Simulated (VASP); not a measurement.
**Se: single point with LDA**

The system is Se.

```
Se
1.0
     4.27707    0.00000    0.00000
    -2.13853    3.70405    0.00000
     0.00000    0.00000    4.85248
Se
3
Direct
  0.77460 0.77460 0.00000
  0.00000 0.22540 0.66667
  0.22540 0.00000 0.33333
```

This cell differs from its parent crystal: volume scaled by 0.94.

```yaml
Program: VASP 6.6.1
Task: single point
Functional: LDA
Potentials_or_basis: VASP PAW LDA potentials, release 64 (Se)
Cutoff: 520 eV
k_mesh: 7 × 7 × 6
Occupations: fermi-dirac, width 0.05 eV
Spin: no spin polarisation
Dipole_correction: no
Further_INCAR_settings: ALGO = Normal; EDIFF = 1e-07; NBANDS = 16
```

```
Pressure               : 2.9 GPa
Largest force          : 0.954 eV/Å
Band gap on the k mesh : 1.03 eV, indirect (least direct gap 1.47 eV)
```

Forces on the atoms (eV/Å):
```
Se  -0.477 -0.827  0.000
Se  -0.477  0.827  0.000
Se   0.954  0.000  0.000
```

Stress tensor (GPa, compression positive):
```
1.62 0.00 0.00
0.00 1.62 0.00
0.00 0.00 5.44
```

Levels at points of the mesh, in eV from the valence-band top:
```tsv
k point	band 6	band 7	band 8	band 9	band 10	band 11	band 12	band 13
(0.00, 0.00, 0.00)	-4.05	-2.32	-2.32	-0.50	1.87	1.87	2.08	6.01
(0.00, 0.00, 0.50)	-3.64	-1.80	-1.80	-1.28	1.03	1.03	1.17	5.93
```

Run time: 43 s on 1 thread of AMD EPYC 7R43 64-Core Processor (Zen 3) (shared host), peak memory 0.13 GiB.

 A k mesh can miss the band edges.
